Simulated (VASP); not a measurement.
# MgO (Fm-3m) in VASP: a series of runs

The runs below take MgO through single point, with LDA, r2SCAN.

Program: VASP 6.6.1. These are calculated values, not measurements. Logs are shortened: lines on timing, memory, paths and dates and some standing lists are left out, and cuts for length are marked.

**Experimental background.**

From “Electronic structure of alkaline earth and post-transition metal oxides”, 2009, arxiv:0908.1581, for a bulk crystal of MgO: band gap 7.83 eV.

How close the calculation comes is told below.

### Step 1. The cell of the first run

The structure is cubic, space group Fm-3m (No. 225). The conventional cell has a = 4.204 Å, b = 4.204 Å, c = 4.204 Å, α = 90.00°, β = 90.00°, γ = 90.00°. Mg (site symmetry m-3m) has 6 O at 2.10 Å within 2.8 Å. Within 2.8 Å of O (site symmetry m-3m) lie 6 Mg at 2.10 Å.

### Step 2. Single point, LDA

Input file INCAR:

```
PREC     = Accurate       # precision mode
ENCUT    = 840            # plane-wave cutoff, eV
EDIFF    = 1E-6           # SCF threshold, eV
ISMEAR   = 0              # smearing method
SIGMA    = 0.01           # smearing width, eV
LREAL    = F              # projectors in reciprocal space
LASPH    = T              # aspherical terms in the spheres
NELM     = 120            # most SCF steps
ALGO     = Normal         # electronic algorithm
ISIF     = 2              # what is computed and relaxed
LWAVE    = F              # write WAVECAR
LCHARG   = F              # write CHGCAR
GGA      = CA             # functional
NBANDS   = 15             # bands
GGA_COMPAT= F
```

Input file KPOINTS:

```
Automatic mesh
0
Gamma
  8 8 8
```

Input file POSCAR:

```
MgO
1.0
    0.0000000000      2.1021680256      2.1021680256
    2.1021680256      0.0000000000      2.1021680256
    2.1021680256      2.1021680256      0.0000000000
Mg O
1 1
Direct
    0.0000000000      0.0000000000      0.0000000000
    0.5000000000      0.5000000000      0.5000000000
```

Potentials or basis: VASP PAW LDA potentials, release 64 (Mg_sv, O).

Command:

```
cat potpaw_LDA.64/Mg_sv/POTCAR potpaw_LDA.64/O/POTCAR > POTCAR
mpirun -np 1 vasp_std > vasp.out
```

OUTCAR:

```text
PREC = Accurate
   ENCUT = 840
   EDIFF = 1E-6
   ISMEAR = 0
   LREAL = F
   LASPH = T
   NELM = 120
   ISIF = 2
   GGA = CA

 ion  position               nearest neighbor table
   1  0.000  0.000  0.000-   2 2.10   2 2.10   2 2.10   2 2.10   2 2.10   2 2.10
   2  0.500  0.500  0.500-   1 2.10   1 2.10   1 2.10   1 2.10   1 2.10   1 2.10

  LATTYP: Found a face centered cubic cell.
 ALAT       =     4.2043360512

  Lattice vectors:

 A1 = (   0.0000000000,   2.1021680256,   2.1021680256)
 A2 = (   2.1021680256,   0.0000000000,   2.1021680256)
 A3 = (   2.1021680256,   2.1021680256,   0.0000000000)

Analysis of symmetry for initial positions (statically):
=====================================================================
 Subroutine PRICEL returns:
 Original cell was already a primitive cell.

 Routine SETGRP: Setting up the symmetry group for a
 face centered cubic supercell.

 Subroutine GETGRP returns: Found 48 space group operations
 (whereof 48 operations were pure point group operations)
 out of a pool of 48 trial point group operations.

The static configuration has the point symmetry O_h .

Analysis of symmetry for dynamics (positions and initial velocities):
=====================================================================
 Subroutine PRICEL returns:
 Original cell was already a primitive cell.

 Routine SETGRP: Setting up the symmetry group for a
 face centered cubic supercell.

 Subroutine GETGRP returns: Found 48 space group operations
 (whereof 48 operations were pure point group operations)
 out of a pool of 48 trial point group operations.

The dynamic configuration has the point symmetry O_h .

 Subroutine INISYM returns: Found 48 space group operations
 (whereof 48 operations are pure point group operations),
 and found     1 'primitive' translations

----------------------------------------------------------------------------------------

                                     Primitive cell

  volume of cell :      18.5794

  direct lattice vectors                    reciprocal lattice vectors
     0.000000000  2.102168026  2.102168026    -0.237849684  0.237849684  0.237849684
     2.102168026  0.000000000  2.102168026     0.237849684 -0.237849684  0.237849684
     2.102168026  2.102168026  0.000000000     0.237849684  0.237849684 -0.237849684

  length of vectors
     2.972914532  2.972914532  2.972914532     0.411967737  0.411967737  0.411967737

  position of ions in fractional coordinates (direct lattice)
     0.000000000  0.000000000  0.000000000
     0.500000000  0.500000000  0.500000000

  ion indices of the primitive-cell ions
   primitive index   ion index
                 1           1
                 2           2

----------------------------------------------------------------------------------------

 KPOINTS: Automatic mesh

Automatic generation of k-mesh.
 Grid dimensions read from file:
 generate k-points for:    8    8    8

 Generating k-lattice:

  Cartesian coordinates                     Fractional coordinates (reciprocal lattice)
    -0.029731210  0.029731210  0.029731210     0.125000000  0.000000000  0.000000000
     0.029731210 -0.029731210  0.029731210     0.000000000  0.125000000  0.000000000
     0.029731210  0.029731210 -0.029731210     0.000000000  0.000000000  0.125000000

  Length of vectors
     0.051495967  0.051495967  0.051495967

  Shift w.r.t. Gamma in fractional coordinates (k-lattice)
     0.000000000  0.000000000  0.000000000

 Subroutine IBZKPT returns following result:
 ===========================================

 Found     29 irreducible k-points:

 Following reciprocal coordinates:
            Coordinates               Weight
  0.000000  0.000000  0.000000      1.000000
  0.125000  0.000000  0.000000      8.000000
  0.250000  0.000000  0.000000      8.000000
  0.375000  0.000000  0.000000      8.000000
  0.500000  0.000000  0.000000      4.000000
  0.125000  0.125000  0.000000      6.000000
[... 16 lines left out ...]
  0.500000  0.250000  0.125000     48.000000
 -0.375000  0.250000  0.125000     24.000000
 [... further k-points ...]
   k-points           NKPTS =     29   k-points in BZ     NKDIM =     29   number of bands    NBANDS=     15
   number of dos      NEDOS =    301   number of ions     NIONS =      2
   total plane-waves  NPLWV =  21952
   dimension x,y,z NGX =    28 NGY =   28 NGZ =   28
   dimension x,y,z NGXF=    56 NGYF=   56 NGZF=   56
   ions per type =               1   1
   NGX,Y,Z   is equivalent  to a cutoff of  15.66, 15.66, 15.66 a.u.
   NGXF,Y,Z  is equivalent  to a cutoff of  31.32, 31.32, 31.32 a.u.
 SYSTEM =  unknown system
   PREC   = accura    normal or accurate (medium, high low for compatibility)
   ISTART =      0    job   : 0-new  1-cont  2-samecut
   ICHARG =      2    charge: 1-file 2-atom 10-const
   ISPIN  =      1    spin polarized calculation?
   LNONCOLLINEAR =      F non collinear calculations
   LSORBIT =      F    spin-orbit coupling
   LASPH  =      T    aspherical Exc in radial PAW
   ENCUT  =  840.0 eV  61.74 Ry    7.86 a.u.   7.03  7.03  7.03*2*pi/ulx,y,z
   NELM   =    120;   NELMIN=  2; NELMDL= -5     # of ELM steps
   EDIFF  = 0.1E-05   stopping-criterion for ELM
   LREAL  =      F    real-space projection
   EDIFFG = 0.1E-04   stopping-criterion for IOM
   NSW    =      0    number of steps for IOM
   IBRION =     -1    ionic relax: 0-MD 1-quasi-New 2-CG
   NFREE  =      0    steps in history (QN), initial steepest desc. (CG)
   ISIF   =      2    stress and relaxation
   ISYM   =      2    0-nonsym 1-usesym 2-fastsym
   POTIM  = 0.5000    time-step for ionic-motion
   TEBEG  =    0.0;   TEEND  =   0.0 temperature during run
   PSTRESS=    0.0 pullay stress
   NELECT =      16.0000    total number of electrons
   NUPDOWN=      -1.0000    fix difference up-down
   EMIN   =  10.00;   EMAX   =-10.00  energy-range for DOS
   EFERMI =   0.00;   METHOD = LEGACY
   ISMEAR =     0;   SIGMA  =   0.01  broadening in eV -4-tet -1-fermi 0-gaus
   EFERMI_NEDOS =   21; number of points for ismear=-14 and -15
   IALGO  =     38    algorithm
   IMIX   =      4    mixing-type and parameters
     AMIX     =   0.40;   BMIX     =  1.00
     AMIX_MAG =   1.60;   BMIX_MAG =  1.00
  volume/ion in A,a.u.               =       9.29        62.69
  Fermi-wavevector in a.u.,A,eV,Ry     =   1.557534  2.943312 33.006518  2.425911
  Thomas-Fermi vector in A             =   2.661170
   LORBIT       =      0    0 simple, 1 ext, 2 COOP (PROOUT), +10 PAW based schemes
   GGA     = CA    functional components
   LHFCALC =     F    Hartree Fock is set to
   AEXX    =    0.0000 exact exchange contribution
   IVDW    =     0    specifies the selected vdW correction
   LEPSILON=     F    determine dielectric tensor
   LRPA    =     F    only Hartree local field effects (RPA)
 non-spin polarized calculation
 Gauss-broadening in eV      SIGMA  =   0.01
  energy-cutoff  :      840.00
  volume of cell :       18.58
 maximum number of plane-waves:      1036
   NGX = 13   NGY = 13   NGZ = 13

 number of electron      15.9999994 magnetization

 Free energy of the ion-electron system (eV)
  ---------------------------------------------------
  ext. energy  EPLUGINS =         0.00000000
  ---------------------------------------------------
  free energy    TOTEN  =       -13.22755956 eV

  energy without entropy =      -13.22755956  energy(sigma->0) =      -13.22755956

 E-fermi :   2.7097     XC(G=0): -11.9616

 val. band max:        2.6203965338   @ k =   0.0000   0.0000   0.0000
 cond. band min:       7.3422289662   @ k =   0.0000   0.0000   0.0000
 fundamental gap:      4.7218324324
 Fermi energy:         2.7097397578

 k-point     1 :       0.0000    0.0000    0.0000
  band No.  band energies     occupation
      1     -68.6978      2.00000
      2     -36.1586      2.00000
      3     -36.1586      2.00000
      4     -36.1586      2.00000
      5     -14.3930      2.00000
      6       2.6204      2.00000
      7       2.6204      2.00000
      8       2.6204      2.00000
      9       7.3422      0.00000
     10      18.1803      0.00000
     11      18.1803      0.00000
     12      18.1803      0.00000
     13      22.2217      0.00000
     14      23.8636      0.00000
     15      23.8636      0.00000

 k-point     2 :       0.1250    0.0000    0.0000
  band No.  band energies     occupation
      1     -68.6967      2.00000
      2     -36.1726      2.00000
      3     -36.1601      2.00000
      4     -36.1601      2.00000
      5     -14.2166      2.00000
      6       1.6546      2.00000
      7       2.5137      2.00000
      8       2.5137      2.00000
      9       8.2467      0.00000
     10      16.5298      0.00000
     11      18.5412      0.00000
     12      18.5412      0.00000
     13      22.8860      0.00000
     14      22.8860      0.00000
     15      24.3420      0.00000

 k-point     3 :       0.2500    0.0000    0.0000
  band No.  band energies     occupation
      1     -68.6935      2.00000
      2     -36.2057      2.00000
      3     -36.1635      2.00000
      4     -36.1635      2.00000
      5     -13.7575      2.00000
      6      -0.0807      2.00000
      7       2.2682      2.00000
      8       2.2682      2.00000
      9       9.6584      0.00000
     10      15.0140      0.00000
     11      19.0356      0.00000
     12      19.0356      0.00000
     13      22.4945      0.00000
     14      22.4945      0.00000
     15      24.4073      0.00000
[... 343 lines left out ...]
 k-point    23 :       0.5000    0.2500    0.1250
  band No.  band energies     occupation
      1     -68.6882      2.00000
      2     -36.2295      2.00000
      3     -36.1887      2.00000
      4     -36.1732      2.00000
      5     -13.0328      2.00000
      6      -1.1567      2.00000
      7       0.8557      2.00000
      8       1.7292      2.00000
      9      12.0104      0.00000
     10      14.1154      0.00000
     11      16.3293      0.00000
     12      19.5271      0.00000
     13      22.0729      0.00000
     14      24.7835      0.00000
     15      28.3848      0.00000

 k-point    24 :      -0.3750    0.2500    0.1250
  band No.  band energies     occupation
      1     -68.6870      2.00000
      2     -36.2370      2.00000
      3     -36.1911      2.00000
      4     -36.1761      2.00000
      5     -12.8527      2.00000
      6      -1.4628      2.00000
      7       0.6451      2.00000
      8       1.6072      2.00000
      9      12.1648      0.00000
     10      14.6777      0.00000
     11      15.9010      0.00000
     12      19.2852      0.00000
     13      22.9412      0.00000
     14      24.4397      0.00000
     15      28.5186      0.00000

 [... further k-points ...]

------------------------ aborting loop because EDIFF is reached ----------------------------------------

  FORCE on cell =-STRESS in cart. coord.  units (eV):
  Direction    XX          YY          ZZ          XY          YZ          ZX
  --------------------------------------------------------------------------------------
  -------------------------------------------------------------------------------------
  Total       -0.5458739     -0.5458739     -0.5458739      0.0000000      0.0000000      0.0000000
  in kB      -47.0728656    -47.0728656    -47.0728656      0.0000000      0.0000000      0.0000000
  external PRESSURE =     -47.0728656 kB  Pullay stress =       0.0000000 kB

 VOLUME and BASIS-vectors are now :
 -----------------------------------------------------------------------------
  energy-cutoff  :      840.00
  volume of cell :       18.58
      direct lattice vectors                 reciprocal lattice vectors
     0.000000000  2.102168026  2.102168026    -0.237849684  0.237849684  0.237849684
     2.102168026  0.000000000  2.102168026     0.237849684 -0.237849684  0.237849684
     2.102168026  2.102168026  0.000000000     0.237849684  0.237849684 -0.237849684

 POSITION                                       TOTAL-FORCE (eV/Angst)
 -----------------------------------------------------------------------------------
      0.00000      0.00000      0.00000        -0.000000      0.000000     -0.000000
      2.10217      2.10217      2.10217         0.000000     -0.000000      0.000000
 -----------------------------------------------------------------------------------
    total drift:                                0.000000      0.000000      0.000000

  FREE ENERGIE OF THE ION-ELECTRON SYSTEM (eV)
  ---------------------------------------------------
  free  energy   TOTEN  =       -13.2275595597 eV

  energy  without entropy=      -13.2275595597  energy(sigma->0) =      -13.22755956
```

Run time: 12 s. Hardware: 1 thread of Intel Xeon Platinum 8259CL at 2.50GHz (Skylake/Cascade Lake), shared host; peak memory 0.14 GiB.

What came out:

```yaml
Free_energy: -13.2276 eV
Pressure: -4.7 GPa
Band_gap_on_the_k_mesh: 4.72 eV
```

Caveat: the cell stands under tension. A hybrid or GW would open this gap; LDA tends to underestimate it.

### Step 3. Single point, r2SCAN

POSCAR is that of step 2.

Input file INCAR.step1:

```
SYSTEM = MgO
PREC = Accurate
ENCUT = 920
ISMEAR = 1
SIGMA = 0.001
LREAL = .False.
LASPH = .True.
NELM = 120
NBANDS = 15
GGA = PE
ALGO = Normal
EDIFF = 1E-5
LWAVE = .True.
LCHARG = .False.
GGA_COMPAT = .False.
```

Input file INCAR.step2:

```
SYSTEM = MgO
PREC = Accurate
ENCUT = 920
EDIFF = 1E-6
ISMEAR = 1
SIGMA = 0.001
LREAL = .False.
LASPH = .True.
NELM = 120
ALGO = Normal
ISIF = 2
LWAVE = .False.
LCHARG = .True.
METAGGA = R2SCAN
LMIXTAU = .True.
LELF = .True.
LVHAR = .True.
NBANDS = 15
ISTART = 1
GGA_COMPAT = .False.
```

Input file KPOINTS:

```
regular mesh
0
Gamma
  8 8 8
  0 0 0
```

Potentials or basis: VASP PAW PBE potentials, release 64 (Mg_sv, O).

Command:

```
cat potpaw_PBE.64/Mg_sv/POTCAR potpaw_PBE.64/O/POTCAR > POTCAR
cp INCAR.step1 INCAR
mpirun -np 1 vasp_std > vasp.out
cp INCAR.step2 INCAR
mpirun -np 1 vasp_std > vasp.out
```

Run time: 71 s. Hardware: 1 thread of Intel Xeon Platinum 8259CL at 2.50GHz (Skylake/Cascade Lake), shared host; peak memory 0.17 GiB.

Results (log left out):

| Item | Value |
| --- | --- |
| Free energy | -16.1546 eV |
| Pressure | 0.5 GPa |
| Band gap on the k mesh | 5.70 eV |

Levels at points of the mesh, in eV from the valence-band top:
| k point | band 5 | band 6 | band 7 | band 8 | band 9 | band 10 | band 11 | band 12 |
| --- | --- | --- | --- | --- | --- | --- | --- | --- |
| (0.00, 0.00, 0.00) | -18.22 | 0.00 | 0.00 | 0.00 | 5.70 | 16.89 | 16.89 | 16.89 |
| (0.50, 0.00, 0.00) | -16.92 | -4.62 | -0.68 | -0.68 | 8.87 | 13.91 | 17.57 | 17.57 |
| (0.50, 0.50, 0.00) | -16.71 | -4.09 | -1.37 | -1.37 | 10.05 | 11.22 | 14.38 | 20.55 |

Caveat: the PAW data sets were made with another functional, which shifts forces and pressure a little.

### Step 4. How close it comes

Step 3. Against the measured gap of MgO, 7.83 eV (quoted in “Electronic structure of alkaline earth and post-transition metal oxides”, 2009, arxiv:0908.1581), the calculated 5.70 eV is off by -2.13 eV. The value is that of r2SCAN, without temperature or zero-point motion.
